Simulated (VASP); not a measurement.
A run of VASP 6.6.1 is set up as follows.

Contents of INCAR:

```
ALGO = Normal
EDIFF = 1E-6
ENCUT = 520
ISIF = 2
ISMEAR = -1
LASPH = T
LCHARG = F
LREAL = F
LWAVE = F
NBANDS = 14
NELM = 60
PREC = Accurate
SIGMA = 0.05
```

The input KPOINTS:

```
k-points
0
Gamma
  14 14 11
```

File POSCAR:

```
Cl
1.0
    3.3946509583      0.0000000000      0.0000000000
   -1.6973254791      2.9398539668      0.0000000000
    0.0000000000      0.0000000000      3.8931433213
Cl
2
Direct
    0.3333333333      0.6666666667      0.2500000000
    0.6666666667      0.3333333333      0.7500000000
```

Potentials or basis: VASP PAW LDA potentials, release 64 (Cl).

The run is started by

```sh
$ cat potpaw_LDA.64/Cl/POTCAR > POTCAR
$ mpirun -np 1 vasp_std > vasp.out
```

**Question.** What does it give for the pressure?

**Answer.** 0.0 GPa.

**Question.** Predict the band gap on the k mesh.

**Answer.** Zero (band 7 reaches 4.02 eV, above the bottom of band 8 at 2.12 eV).
